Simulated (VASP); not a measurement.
# HfN (F-43m) in VASP: further runs

Aim: see how the results for HfN move with the level of theory and the settings. Levels: PBEsol, PBE. Tasks: relaxation of cell and atoms, single point.

All numbers are computed with VASP 6.6.1; they aren't measurements. Logs are shortened: lines on timing, memory, paths and dates and some standing lists are left out, and cuts for length are marked.

### Step 1. The cell of the first run

It takes space group F-43m (No. 216, cubic). Conventional cell: a = 4.910 Å, b = 4.910 Å, c = 4.910 Å, α = 90.00°, β = 90.00°, γ = 90.00°. Hf (site symmetry -43m) has 4 N at 2.13 Å within 2.8 Å. Within 2.8 Å of N (site symmetry -43m) lie 4 Hf at 2.13 Å.

### Step 2. Relaxation of cell and atoms, PBEsol, target pressure 30 GPa, at which the enthalpy is minimised

File INCAR:

```
SYSTEM = HfN
PREC = Accurate
ENCUT = 600
EDIFF = 1E-6
ISMEAR = -1
SIGMA = 0.05
LREAL = .FALSE.
LASPH = .TRUE.
NELM = 100
ALGO = Normal
ISIF = 3
LWAVE = .FALSE.
LCHARG = .FALSE.
GGA = PS
IBRION = 2
NSW = 60
EDIFFG = -0.01
PSTRESS = 300.0
```

File KPOINTS:

```
Automatic mesh
0
G
  9 9 9
  0 0 0
```

File POSCAR:

```
HfN
1.0
    0.0000000000      2.4548220000      2.4548220000
    2.4548220000      0.0000000000      2.4548220000
    2.4548220000      2.4548220000      0.0000000000
Hf N
1 1
Direct
    0.0000000000      0.0000000000      0.0000000000
    0.2500000000      0.2500000000      0.2500000000
```

Potentials or basis: VASP PAW PBE potentials, release 64 (Hf_pv, N).

Launch:

```bash
$ cat potpaw_PBE.64/Hf_pv/POTCAR potpaw_PBE.64/N/POTCAR > POTCAR
$ mpirun -np 1 vasp_std > vasp.out
```

OUTCAR:

```text
SYSTEM = HfN
   PREC = Accurate
   ENCUT = 600
   EDIFF = 1E-6
   ISMEAR = -1
   LREAL = .FALSE.
   LASPH = .TRUE.
   NELM = 100
   ISIF = 3
   GGA = PS
   IBRION = 2
   NSW = 60
   EDIFFG = -0.01
   PSTRESS = 300.0

 ion  position               nearest neighbor table
   1  0.000  0.000  0.000-   2 2.13   2 2.13   2 2.13   2 2.13
   2  0.250  0.250  0.250-   1 2.13   1 2.13   1 2.13   1 2.13

  LATTYP: Found a face centered cubic cell.
 ALAT       =     4.9096440000

  Lattice vectors:

 A1 = (   0.0000000000,   2.4548220000,   2.4548220000)
 A2 = (   2.4548220000,   0.0000000000,   2.4548220000)
 A3 = (   2.4548220000,   2.4548220000,   0.0000000000)

Analysis of symmetry for initial positions (statically):
=====================================================================
 Subroutine PRICEL returns:
 Original cell was already a primitive cell.

 Routine SETGRP: Setting up the symmetry group for a
 face centered cubic supercell.

 Subroutine GETGRP returns: Found 24 space group operations
 (whereof 24 operations were pure point group operations)
 out of a pool of 48 trial point group operations.

The static configuration has the point symmetry T_d .

Analysis of symmetry for dynamics (positions and initial velocities):
=====================================================================
 Subroutine PRICEL returns:
 Original cell was already a primitive cell.

 Routine SETGRP: Setting up the symmetry group for a
 face centered cubic supercell.

 Subroutine GETGRP returns: Found 24 space group operations
 (whereof 24 operations were pure point group operations)
 out of a pool of 48 trial point group operations.

The dynamic configuration has the point symmetry T_d .

 Subroutine INISYM returns: Found 24 space group operations
 (whereof 24 operations are pure point group operations),
 and found     1 'primitive' translations

----------------------------------------------------------------------------------------

                                     Primitive cell

  volume of cell :      29.5863

  direct lattice vectors                    reciprocal lattice vectors
     0.000000000  2.454822000  2.454822000    -0.203680756  0.203680756  0.203680756
     2.454822000  0.000000000  2.454822000     0.203680756 -0.203680756  0.203680756
     2.454822000  2.454822000  0.000000000     0.203680756  0.203680756 -0.203680756

  length of vectors
     3.471642566  3.471642566  3.471642566     0.352785417  0.352785417  0.352785417

  position of ions in fractional coordinates (direct lattice)
     0.000000000  0.000000000  0.000000000
     0.250000000  0.250000000  0.250000000

  ion indices of the primitive-cell ions
   primitive index   ion index
                 1           1
                 2           2

----------------------------------------------------------------------------------------

 KPOINTS: Automatic mesh

Automatic generation of k-mesh.
 Grid dimensions read from file:
 generate k-points for:    9    9    9

 Generating k-lattice:

  Cartesian coordinates                     Fractional coordinates (reciprocal lattice)
    -0.022631195  0.022631195  0.022631195     0.111111111  0.000000000  0.000000000
     0.022631195 -0.022631195  0.022631195     0.000000000  0.111111111  0.000000000
     0.022631195  0.022631195 -0.022631195     0.000000000  0.000000000  0.111111111

  Length of vectors
     0.039198380  0.039198380  0.039198380

  Shift w.r.t. Gamma in fractional coordinates (k-lattice)
     0.000000000  0.000000000  0.000000000

 Subroutine IBZKPT returns following result:
 ===========================================

 Found     35 irreducible k-points:

 Following reciprocal coordinates:
            Coordinates               Weight
  0.000000  0.000000  0.000000      1.000000
  0.111111  0.000000  0.000000      8.000000
  0.222222  0.000000  0.000000      8.000000
  0.333333  0.000000  0.000000      8.000000
  0.444444  0.000000  0.000000      8.000000
  0.111111  0.111111  0.000000      6.000000
[... 16 lines left out ...]
 -0.333333  0.333333  0.000000     12.000000
  0.444444  0.444444  0.000000      6.000000
 [... further k-points ...]
   k-points           NKPTS =     35   k-points in BZ     NKDIM =     35   number of bands    NBANDS=     11
   number of dos      NEDOS =    301   number of ions     NIONS =      2
   total plane-waves  NPLWV =  21952
   dimension x,y,z NGX =    28 NGY =   28 NGZ =   28
   dimension x,y,z NGXF=    56 NGYF=   56 NGZF=   56
   ions per type =               1   1
   NGX,Y,Z   is equivalent  to a cutoff of  13.41, 13.41, 13.41 a.u.
   NGXF,Y,Z  is equivalent  to a cutoff of  26.82, 26.82, 26.82 a.u.
 SYSTEM =  HfN
   PREC   = accura    normal or accurate (medium, high low for compatibility)
   ISTART =      0    job   : 0-new  1-cont  2-samecut
   ICHARG =      2    charge: 1-file 2-atom 10-const
   ISPIN  =      1    spin polarized calculation?
   LNONCOLLINEAR =      F non collinear calculations
   LSORBIT =      F    spin-orbit coupling
   LASPH  =      T    aspherical Exc in radial PAW
   ENCUT  =  600.0 eV  44.10 Ry    6.64 a.u.   6.93  6.93  6.93*2*pi/ulx,y,z
   NELM   =    100;   NELMIN=  2; NELMDL= -5     # of ELM steps
   EDIFF  = 0.1E-05   stopping-criterion for ELM
   LREAL  =      F    real-space projection
   EDIFFG = -.1E-01   stopping-criterion for IOM
   NSW    =     60    number of steps for IOM
   IBRION =      2    ionic relax: 0-MD 1-quasi-New 2-CG
   NFREE  =      1    steps in history (QN), initial steepest desc. (CG)
   ISIF   =      3    stress and relaxation
   ISYM   =      2    0-nonsym 1-usesym 2-fastsym
   POTIM  = 0.5000    time-step for ionic-motion
   TEBEG  =    0.0;   TEEND  =   0.0 temperature during run
   PSTRESS=  300.0 pullay stress
   NELECT =      15.0000    total number of electrons
   NUPDOWN=      -1.0000    fix difference up-down
   EMIN   =  10.00;   EMAX   =-10.00  energy-range for DOS
   EFERMI =   0.00;   METHOD = LEGACY
   ISMEAR =    -1;   SIGMA  =   0.05  broadening in eV -4-tet -1-fermi 0-gaus
   EFERMI_NEDOS =   21; number of points for ismear=-14 and -15
   IALGO  =     38    algorithm
   IMIX   =      4    mixing-type and parameters
     AMIX     =   0.40;   BMIX     =  1.00
     AMIX_MAG =   1.60;   BMIX_MAG =  1.00
  volume/ion in A,a.u.               =      14.79        99.83
  Fermi-wavevector in a.u.,A,eV,Ry     =   1.305395  2.466839 23.185087  1.704056
  Thomas-Fermi vector in A             =   2.436267
   LORBIT       =      0    0 simple, 1 ext, 2 COOP (PROOUT), +10 PAW based schemes
   GGA     = PS    functional components
   LHFCALC =     F    Hartree Fock is set to
   AEXX    =    0.0000 exact exchange contribution
   IVDW    =     0    specifies the selected vdW correction
   LEPSILON=     F    determine dielectric tensor
   LRPA    =     F    only Hartree local field effects (RPA)
 conjugate gradient relaxation of ions
 non-spin polarized calculation
  energy-cutoff  :      600.00
  volume of cell :       29.59
 maximum number of plane-waves:      1002
   NGX = 13   NGY = 13   NGZ = 13

--------------------------------------- Ionic step        1  -------------------------------------------

 number of electron      15.0000001 magnetization

 Free energy of the ion-electron system (eV)
  ---------------------------------------------------
  ext. energy  EPLUGINS =         0.00000000
  ---------------------------------------------------
  free energy    TOTEN  =       -22.25722017 eV

  energy without entropy =      -22.25144768  energy(sigma->0) =      -22.25433392

------------------------ aborting loop because EDIFF is reached ----------------------------------------

  FORCE on cell =-STRESS in cart. coord.  units (eV):
  Direction    XX          YY          ZZ          XY          YZ          ZX
  --------------------------------------------------------------------------------------
  -------------------------------------------------------------------------------------
  Total       -1.1059589     -1.1059589     -1.1059589      0.0000000     -0.0000000      0.0000000
  in kB      -59.8907225    -59.8907225    -59.8907225      0.0000000     -0.0000000      0.0000000
  external PRESSURE =    -359.8907225 kB  Pullay stress =     300.0000000 kB
[... 23 lines left out ...]
  enthalpy is  TOTEN    =       -16.7173359509 eV   P V=        5.5398842188

--------------------------------------- Ionic step        2  -------------------------------------------

 number of electron      15.0000000 magnetization

 E-fermi :  10.4986     XC(G=0): -14.1262

 val. band max:       10.4582475836   @ k =  -0.2222   0.3333   0.1111
 cond. band min:      10.5096902763   @ k =   0.4444   0.2222   0.0000
 fundamental gap:      0.0514426927
 Fermi energy:        10.4986102268

 k-point     1 :       0.0000    0.0000    0.0000
  band No.  band energies     occupation
      1     -19.0801      2.00000
      2     -19.0801      2.00000
      3     -19.0801      2.00000
      4      -8.1795      2.00000
      5       1.9176      2.00000
      6       1.9176      2.00000
      7       1.9176      2.00000
      8      11.1673      0.00000
      9      13.7474      0.00000
     10      13.7474      0.00000
     11      20.3233      0.00000
[... 433 lines left out ...]
  enthalpy is  TOTEN    =       -17.2177120139 eV   P V=        4.8274529920

--------------------------------------- Ionic step        5  -------------------------------------------

 number of electron      15.0000000 magnetization

 Free energy of the ion-electron system (eV)
  ---------------------------------------------------
  ext. energy  EPLUGINS =         0.00000000
  ---------------------------------------------------
  free energy    TOTEN  =       -22.01276532 eV

  energy without entropy =      -22.00853091  energy(sigma->0) =      -22.01064812

 E-fermi :   6.7542     XC(G=0): -12.1030

 val. band max:        6.7335260878   @ k =  -0.2222   0.3333   0.1111
 cond. band min:       7.0650009693   @ k =   0.1111   0.0000   0.0000
 fundamental gap:      0.3314748815
 Fermi energy:         6.7542415514

 k-point     1 :       0.0000    0.0000    0.0000
  band No.  band energies     occupation
      1     -23.7844      2.00000
      2     -23.7844      2.00000
      3     -23.7844      2.00000
      4     -10.0807      2.00000
      5       0.5980      2.00000
      6       0.5980      2.00000
      7       0.5980      2.00000
      8       6.3900      1.99863
      9       9.3068      0.00000
     10       9.3068      0.00000
     11      14.2928      0.00000
[... 351 lines left out ...]
  FREE ENERGIE OF THE ION-ELECTRON SYSTEM (eV)
  ---------------------------------------------------
  free  energy   TOTEN  =       -22.0127653231 eV

  energy  without entropy=      -22.0085309139  energy(sigma->0) =      -22.01064812

  enthalpy is  TOTEN    =       -17.2189404807 eV   P V=        4.7938248424

 reached required accuracy - stopping structural energy minimisation
```

Wall time 40 s (1 thread of Intel Xeon 6975P-C, shared host); peak memory 0.18 GiB.

What came out:

```
Free energy                                            : -22.0128 eV
Relaxed volume                                         : 12.80 Å³/atom
Relaxed cell                                           : a = 3.308 Å, b = 3.308 Å, c = 3.308 Å, α = 60.00°, β = 60.00°, γ = 60.00°
Space group after relaxing (to 0.05 Å)                 : F-43m (No. 216)
Energy change on relaxing (the enthalpy is what falls) : +122.2 meV/atom
Ionic steps                                            : 5
Pressure after relaxing                                : 30.0 GPa
```

Step by step:
```
step  energy change (eV)  largest force (eV/Å)  pressure (GPa)  volume (Å³)
   1              0.0000                0.0000           -5.99        29.59
   2              6.3830                0.0000          275.47        17.52
   3              0.1496                0.0000           23.12        26.18
   4              0.2121                0.0000           27.78        25.78
   5              0.2445                0.0000           30.04        25.60
```

Final structure:
```xyz
2
Lattice="0.0000 2.3393 2.3393 2.3393 0.0000 2.3393 2.3393 2.3393 0.0000" Properties=species:S:1:pos:R:3 pbc="T T T"
Hf    0.0000    0.0000    0.0000
N     1.1696    1.1696    1.1696
```

Levels at points of the mesh, in eV from the Fermi level:
```tsv
k point	band 6	band 7	band 8	band 9	band 10	band 11
(0.00, 0.00, 0.00)	-6.16	-6.16	-0.36	2.55	2.55	7.54
```

Caveat: the cell is relaxed towards a set pressure, so the enthalpy falls and the energy may rise; the PAW data sets were made with another functional, which shifts forces and pressure a little; spin-orbit coupling is left out, which moves the levels of the heavy elements.

### Step 3. Single point, PBE

File INCAR:

```
PREC = Accurate
ENCUT = 520
EDIFF = 1E-7
ISMEAR = 0
SIGMA = 0.05
LREAL = False
LASPH = True
NELM = 100
ALGO = Normal
ISIF = 2
LWAVE = False
LCHARG = False
GGA = PE
NBANDS = 14
```

File KPOINTS:

```
regular mesh
0
Gamma
  9 9 9
```

Changes to POSCAR since step 2:

```diff
@@ -9,2 +9,2 @@
     0.0000000000      0.0000000000      0.0000000000
-    0.2500000000      0.2500000000      0.2500000000
+    0.7500000000      0.7500000000      0.7500000000
```

Potentials or basis: VASP PAW PBE potentials, release 64 (Hf_pv, N).

Launch:

```bash
$ cat potpaw_PBE.64/Hf_pv/POTCAR potpaw_PBE.64/N/POTCAR > POTCAR
$ mpirun -np 1 vasp_std > vasp.out
```

Wall time 12 s (1 thread of Intel Xeon Platinum 8488C (Sapphire Rapids), shared host); peak memory 0.16 GiB.

The run converged. Its results:

- Free energy: -21.2200 eV
- Pressure: -0.3 GPa

Levels at points of the mesh, in eV from the Fermi level:
| k point | band 3 | band 4 | band 5 | band 6 | band 7 | band 8 | band 9 | band 10 | band 11 | band 12 |
| --- | --- | --- | --- | --- | --- | --- | --- | --- | --- | --- |
| (0.00, 0.00, 0.00) | -31.09 | -16.14 | -5.42 | -5.42 | -5.42 | -0.70 | 2.28 | 2.28 | 6.61 | 6.61 |

Caveat: spin-orbit coupling is left out, which moves the levels of the heavy elements.
